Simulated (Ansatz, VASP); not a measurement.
# AlN in VASP and in Ansatz

```
CELL_PARAMETERS angstrom
3.20433 0.00000 0.00000
-1.60217 2.77503 0.00000
0.00000 0.00000 5.12734
ATOMIC_POSITIONS crystal
Al 0.33333 0.66667 0.00000
Al 0.66667 0.33333 0.50000
N 0.33333 0.66667 0.38500
N 0.66667 0.33333 0.88500
```

Change from the starting cell: strain +0.030 along x and y, +0.030 along z, atoms carried along.

Alike in both runs: task single point; functional PBEsol; k mesh 12 × 12 × 6; occupations gaussian, width 0.05 eV; no spin polarisation.

```csv
,VASP,Ansatz
version,VASP 6.6.1,Ansatz 0.2.0
potentials or method,"VASP PAW PBE potentials, release 64 (Al, N), cutoff 600 eV","scalar-relativistic, plane waves, PAW"
valence electrons in the cell,16,16
```

Ansatz gave:

* gap on the k mesh at the Fermi level (eV): 3.32
* least direct gap on the mesh (eV): 3.32
* pressure (GPa): -14.6
* rms of the force components (eV/Å): 0.099

Task: Estimate VASP's values.

Result: gap on the k mesh at the Fermi level (eV): 3.34; least direct gap on the mesh (eV): 3.34; pressure (GPa): -14.9; rms of the force components (eV/Å): 0.099.

VASP's potentials were made for PBE, not for PBEsol. Atom by atom the forces differ by 0.000 eV/Å (rms over components). The functional is the same, so the differences come from potentials, cutoffs and numerics.
